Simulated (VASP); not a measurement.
Input of a VASP 6.6.1 run:

Contents of INCAR:

```
  PREC = Accurate
  ENCUT = 520
  EDIFF = 1E-6
  ISMEAR = 0
  SIGMA = 0.01
  LREAL = F
  LASPH = T
  NELM = 100
  ALGO = Normal
  ISIF = 2
  LWAVE = F
  LCHARG = F
  NBANDS = 24
```

File KPOINTS:

```
Automatic mesh
0
Gamma
  6 6 6
```

POSCAR

```
KMgF3
1.0
    3.9084542833      0.0000000000      0.0000000000
    0.0000000000      3.9084542833      0.0000000000
    0.0000000000      0.0000000000      3.9084542833
K Mg F
1 1 3
Direct
    0.5000000000      0.5000000000      0.5000000000
    0.0000000000      0.0000000000      0.0000000000
    0.5000000000      0.0000000000      0.0000000000
    0.0000000000      0.5000000000      0.0000000000
    0.0000000000      0.0000000000      0.5000000000
```

Potentials or basis: VASP PAW LDA potentials, release 64 (K_sv, Mg, F).

Command:

```sh
$ cat potpaw_LDA.64/K_sv/POTCAR potpaw_LDA.64/Mg/POTCAR potpaw_LDA.64/F/POTCAR > POTCAR
$ mpirun -np 1 vasp_std > vasp.out
```

(1) Estimate the band gap on the k mesh.

(2) Estimate the pressure.

Answers

(1) 7.42 eV, indirect (least direct gap 7.74 eV).

(2) -0.9 GPa.
